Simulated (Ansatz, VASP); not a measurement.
# One calculation of Mo, two programs

```
Mo
1.0
    -1.55920    1.55920    1.55920
     1.55920   -1.55920    1.55920
     1.55920    1.55920   -1.55920
Mo
1
Direct
  0.00000 0.00000 0.00000
```

Alike in both runs: task single point; functional PBE; k mesh 8 × 8 × 8; no spin polarisation.

```csv
,VASP,Ansatz
version,VASP 6.6.1,Ansatz 0.2.0
potentials or method,"VASP PAW PBE potentials, release 64 (Mo_sv), cutoff 500 eV",PAW plane waves
occupations,tetrahedron,tetrahedron-uncorrected
valence electrons in the cell,14,14
```

```tsv
	VASP	Ansatz	Ansatz less VASP
gap on the k mesh at the Fermi level (eV)	none	none	-
pressure (GPa)	15.3	14.1	-1.19
```

A gap of «none» marks a metal or a gap that the smearing closes. Ansatz's warnings: band table not solved further.
